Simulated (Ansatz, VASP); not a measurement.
BeSe: VASP beside Ansatz

```
Be Se
1.0
     0.00000    2.56164    2.56164
     2.56164    0.00000    2.56164
     2.56164    2.56164    0.00000
Be Se
1 1
Direct
  0.00000 0.00000 0.00000
  0.25000 0.25000 0.25000
```

Alike in both runs: functional PBE; dispersion D4; k mesh 8 × 8 × 8; occupations gaussian, width 0.02 eV; no spin polarisation.

Ansatz relaxed the structure, and its values are those at the end. VASP's run is a single point on that final structure, the one shown.

|  | VASP | Ansatz |
| --- | --- | --- |
| version | VASP 6.6.1 | Ansatz 0.2.0 |
| potentials or method | VASP PAW PBE potentials, release 64 (Be, Se), cutoff 600 eV | scalar-relativistic, plane waves, PAW |
| valence electrons in the cell | 8 | 18 |

VASP gave:

- gap on the k mesh at the Fermi level (eV): 2.59
- least direct gap on the mesh (eV): 4.46
- pressure (GPa): 0.2

Q: Which values does Ansatz return?

A: gap on the k mesh at the Fermi level (eV): 2.61; least direct gap on the mesh (eV): 4.46; pressure (GPa): 0.0.

VASP's potentials hold 8 valence electrons a cell and Ansatz's 18, so a difference there can come from the potentials and not from the codes.
